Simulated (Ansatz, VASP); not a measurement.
## Two plane-wave programs on HgTe

```
Hg Te
1.0
     2.66979   -3.82623    0.00000
     2.66979    3.82623    0.00000
     0.00000    0.00000    5.87818
Hg Te
2 2
Direct
  0.33194 0.66806 0.75000
  0.66806 0.33194 0.25000
  0.77075 0.22925 0.75000
  0.22925 0.77075 0.25000
```

Change from the starting cell: strain -0.1000 x Voigt [1, -1, 0, 0, 0, 0], atoms carried along.

Alike in both runs: task single point; functional PBE; k mesh 10 × 10 × 8; occupations gaussian, width 0.15 eV; no spin polarisation.

|  | VASP | Ansatz |
| --- | --- | --- |
| version | VASP 6.6.1 | Ansatz 0.2.0 |
| potentials or method | VASP PAW PBE potentials, release 64 (Hg, Te), cutoff 520 eV | scalar-relativistic, plane waves, PAW |
| valence electrons in the cell | 36 | 72 |

|  | VASP | Ansatz | Ansatz less VASP |
| --- | --- | --- | --- |
| gap on the k mesh at the Fermi level (eV) | none | none | - |
| pressure (GPa) | 5.7 | 5.5 | -0.18 |
| traceless stress, the component that is largest in VASP (GPa) | 9.14 | 8.93 | -0.218 |
| rms of the force components (eV/Å) | 0.270 | 0.264 | -0.0058 |

Atom by atom the forces differ by 0.007 eV/Å (rms over components). A gap of «none» marks a metal or a gap that the smearing closes. The functional is the same, so the differences come from potentials, cutoffs and numerics. VASP's potentials hold 36 valence electrons a cell and Ansatz's 72, so a difference there can come from the potentials and not from the codes.

Spin-orbit coupling is off throughout.
